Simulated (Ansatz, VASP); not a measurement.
# Sr: VASP beside Ansatz

INCAR

```
SYSTEM = Sr
PREC     = Accurate       ! precision mode
ENCUT    = 520            ! plane-wave cutoff, eV
EDIFF    = 1E-6           ! SCF threshold, eV
ISMEAR   = -1             ! smearing method
SIGMA    = 0.1            ! smearing width, eV
LREAL    = .False.        ! projectors in reciprocal space
LASPH    = .True.         ! aspherical terms in the spheres
NELM     = 100            ! most SCF steps
ALGO     = Normal         ! electronic algorithm
ISIF     = 2              ! what is computed and relaxed
LWAVE    = .False.        ! write WAVECAR
LCHARG   = .False.        ! write CHGCAR
GGA      = RP             ! functional
NBANDS   = 17             ! bands
```

KPOINTS

```
Automatic mesh
0
Gamma
  14 14 10
  0 0 0
```

The input POSCAR:

```
Sr
1.0
   -3.7164611810      3.7177074131      2.0008201719
    3.7177074131     -3.7164611810      2.0008201719
    3.7172407613      3.7172407613     -1.9985376955
Sr
2
Direct
    0.0000652337      0.9999347663      0.0000000000
    0.7499347663      0.2500652337      0.5000000000
```

Input for Ansatz:

```yaml
crystal:
  lattice:
    - [-3.716461181, 3.7177074131, 2.0008201719]
    - [3.7177074131, -3.716461181, 2.0008201719]
    - [3.7172407613, 3.7172407613, -1.9985376955]
  atoms:
    - { symbol: Sr, position: [6.52337e-05, 0.9999347663, 0.0] }
    - { symbol: Sr, position: [0.7499347663, 0.2500652337, 0.5] }
hamiltonian:
  xc: rpbe
  pseudopotentials:
    kind: paw
    azcp:
      Sr: "pseudopotentials/Sr.paw.azcp"
basis:
  ecutwfc: 420
  fft_grid_basis: typed
kpoints:
  mp_grid: { grid: [14, 14, 10], shift: [0, 0, 0] }
magnetization:
  spin_polarized: false
scf:
  occupations: { method: fermi_dirac, width: 0.1 }
output:
  stress: true
```

Alike in both runs: task single point; functional RPBE; k mesh 14 × 14 × 10; occupations fermi-dirac, width 0.1 eV; no spin polarisation.

|  | VASP | Ansatz |
| --- | --- | --- |
| version | VASP 6.6.1 | Ansatz 0.2.0 |
| potentials or method | VASP PAW PBE potentials, release 64 (Sr_sv), cutoff 520 eV | plane waves (420 eV) with PAW, scalar-relativistic |
| valence electrons in the cell | 20 | 20 |

```tsv
	VASP	Ansatz	Ansatz less VASP
pressure (GPa)	0.7	0.7	0.00
traceless stress, the component that is largest in VASP (GPa)	0.06	0.06	+0.002
```

VASP's potentials were made for PBE, not for RPBE.
